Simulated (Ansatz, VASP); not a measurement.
GaSb: VASP beside Ansatz

```
CELL_PARAMETERS angstrom
0.00000 2.92818 2.92818
2.92818 0.00000 2.92818
2.92818 2.92818 0.00000
ATOMIC_POSITIONS crystal
Ga 0.00000 0.00000 0.00000
Sb 0.25000 0.25000 0.25000
```

Change from the starting cell: volume scaled by 0.88, LAPW.

Alike in both runs: task single point; functional PBEsol; k mesh 11 × 11 × 11; occupations fermi-dirac, width 0.05 eV; no spin polarisation.

```csv
,VASP,Ansatz
version,VASP 6.6.1,Ansatz 0.2.0
potentials or method,"VASP PAW PBE potentials, release 64 (Ga_d, Sb), cutoff 520 eV","all-electron LAPW, scalar-relativistic"
```

```tsv
	VASP	Ansatz	Ansatz less VASP
pressure (GPa)	9.1	8.9	-0.14
```

VASP's potentials were made for PBE, not for PBEsol. Ansatz ran all-electron here, and VASP with PAW potentials.

Spin-orbit coupling is off throughout.
